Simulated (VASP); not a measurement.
Here is a VASP 6.6.1 calculation.

File INCAR:

```
PREC = Accurate
ENCUT = 500
EDIFF = 1E-6
ISMEAR = 0
SIGMA = 0.1
LREAL = False
LASPH = True
NELM = 120
ALGO = Normal
ISIF = 2
LWAVE = False
LCHARG = True
GGA = PE
LELF = True
LVHAR = True
NBANDS = 15
GGA_COMPAT = False
```

Contents of KPOINTS:

```
regular mesh
0
Gamma
  9 9 8
```

Contents of POSCAR:

```
HfB2
1.0
    3.1326790839      0.0000000000      0.0000000000
   -1.5663395419      2.7129796685      0.0000000000
    0.0000000000      0.0000000000      3.4792139900
Hf B
1 2
Direct
    0.0000000000      0.0000000000      0.0000000000
    0.3333333333      0.6666666667      0.5000000000
    0.6666666667      0.3333333333      0.5000000000
```

Potentials or basis: VASP PAW PBE potentials, release 64 (Hf_pv, B).

Command:

```console
$ cat potpaw_PBE.64/Hf_pv/POTCAR potpaw_PBE.64/B/POTCAR > POTCAR
$ mpirun -np 1 vasp_std > vasp.out
```

Problem. Estimate the pressure.

Solution. 2.4 GPa.

Problem. Estimate the band gap on the k mesh.

Solution. Zero (band 8 reaches 8.32 eV, above the bottom of band 9 at 7.61 eV).

Stress tensor (GPa, compression positive):
```
2.63 0.00 0.00
0.00 2.63 0.00
0.00 0.00 1.83
```

Caveat: spin-orbit coupling is left out, which moves the levels of the heavy elements.
